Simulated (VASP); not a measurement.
PbS, a slab with vacuum:

```xyz
4
Lattice="2.9405 -2.9000 0.0000 2.9405 2.9000 0.0000 -1.0800 0.0000 11.7093" Properties=species:S:1:pos:R:3 pbc="T T T"
Pb    3.8740    0.0000    7.4516
Pb    0.9270    0.0000    4.2577
S     0.9319    0.0000    7.0092
S     3.8690    0.0000    4.7001
```

Base run:

| Quantity | Value |
| --- | --- |
| Program | VASP 6.6.1 |
| Functional | PBEsol |
| Potentials or basis | VASP PAW PBE potentials, release 64 (Pb_d, S) |
| Cutoff | 520 eV |
| k mesh | 4 × 4 × 1 |
| Occupations | gaussian, width 0.01 eV |
| Spin | no spin polarisation |

Its results: band gap on the k mesh 1.38 eV, direct; largest force 0.674 eV/Å.

Problem. The run is repeated on the same cell with these changes: k mesh from 4 × 4 × 1 to 4 × 4 × 2. What comes out?

Solution. Band gap on the k mesh 1.26 eV, direct; largest force 0.673 eV/Å.

Caveats: the PAW data sets were made with another functional, which shifts forces and pressure a little; spin-orbit coupling is left out, which moves the levels of the heavy elements.

A k mesh can miss the band edges.
